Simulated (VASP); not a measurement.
## TaWC2: relaxation of cell and atoms with PBE

Crystal: TaWC2.

```
Ta W C
1.0
     2.50657   -2.90277    0.00000
     2.50657    2.90277    0.00000
     0.00000    0.00000    3.89447
Ta W C
1 1 2
Direct
  0.50000 0.50000 0.50000
  0.00000 0.00000 0.50000
  0.85190 0.85190 0.00000
  0.14810 0.14810 0.00000
```

The cell was built from a structure type or drawn by symmetry, and may not be a known phase.

| Quantity | Value |
| --- | --- |
| Program | VASP 6.6.1 |
| Task | relaxation of cell and atoms |
| Functional | PBE |
| Potentials or basis | VASP PAW PBE potentials, release 64 (Ta_pv, W_sv, C) |
| Cutoff | 600 eV |
| k mesh | 12 × 12 × 12 |
| Occupations | gaussian, width 0.1 eV |
| Spin | no spin polarisation |
| Dipole correction | no |
| Further INCAR settings | ALGO = Normal; EDIFF = 1e-06; IBRION = 2; EDIFFG = -0.01; NSW = 100; ISIF = 3 |

```json
{"Relaxed volume": "14.25 Å³/atom", "Relaxed cell": "a = 3.858 Å, b = 3.858 Å, c = 3.878 Å, α = 90.00°, β = 90.00°, γ = 99.15°", "Space group after relaxing (to 0.1 Å)": "Cmmm (No. 65)", "Energy gained by relaxing": "2.6 meV/atom", "Ionic steps": "11", "Pressure after relaxing": "0.0 GPa", "Band gap on the k mesh": "zero (an odd number of electrons rules out a gap without spin polarisation)"}
```

Stress tensor (GPa, compression positive):
```
 0.03  0.00  0.00
 0.00 -0.08  0.00
 0.00  0.00 -0.01
```

Step by step:
| step | energy change (eV) | largest force (eV/Å) | pressure (GPa) | volume (Å³) |
| --- | --- | --- | --- | --- |
| 1 | 0.0000 | 0.4579 | 1.47 | 56.67 |
| 2 | 0.0135 | 0.4868 | -4.46 | 57.74 |
| 3 | -0.0052 | 0.1020 | -0.62 | 57.03 |
| 4 | -0.0089 | 0.0370 | 0.05 | 56.85 |
| 5 | -0.0093 | 0.0133 | 0.38 | 56.76 |
| 6 | -0.0099 | 0.0813 | -0.13 | 56.94 |
| 7 | -0.0101 | 0.0548 | 0.00 | 56.89 |
| 8 | -0.0101 | 0.0225 | 0.32 | 56.92 |
| 9 | -0.0102 | 0.0035 | 0.21 | 56.91 |
| 10 | -0.0102 | 0.0004 | -0.15 | 57.05 |
| 11 | -0.0102 | 0.0014 | -0.02 | 56.98 |

Final structure:
```yaml
crystal:
  lattice:
    - [2.50160, -2.93669, 0.00000]
    - [2.50160, 2.93669, 0.00000]
    - [0.00000, 0.00000, 3.87831]
  atoms:
    - { symbol: Ta, position: [0.50000, 0.50000, 0.50000] }
    - { symbol: W, position: [0.00000, 0.00000, 0.50000] }
    - { symbol: C, position: [0.84755, 0.84755, 0.00000] }
    - { symbol: C, position: [0.15245, 0.15245, 0.00000] }
```

Levels at points of the mesh, in eV from the Fermi level:
```tsv
k point	band 13	band 14	band 15	band 16	band 17	band 18	band 19	band 20
(0.00, 0.00, 0.00)	-3.66	-3.27	-3.15	-2.25	-0.06	1.93	2.26	3.48
(0.50, 0.00, 0.00)	-3.80	-2.11	-0.70	-0.19	0.41	0.45	1.01	1.54
(0.50, 0.50, 0.00)	-3.01	-2.53	-1.91	-1.85	-0.71	2.97	3.44	3.64
(0.00, 0.00, 0.50)	-4.10	-4.09	-3.30	0.17	0.52	0.55	2.17	2.86
(0.50, 0.00, 0.50)	-3.02	-2.13	-0.94	-0.79	-0.03	1.05	1.32	1.72
(0.50, 0.50, 0.50)	-3.59	-1.80	-0.71	-0.17	1.10	1.72	2.10	2.71
```

Wall time 10 min on 1 thread of Intel(R) Xeon(R) 6975P-C (Granite Rapids), with other jobs on the host, peak memory 0.58 GiB.

Caveat: spin-orbit coupling is left out, which moves the levels of the heavy elements.
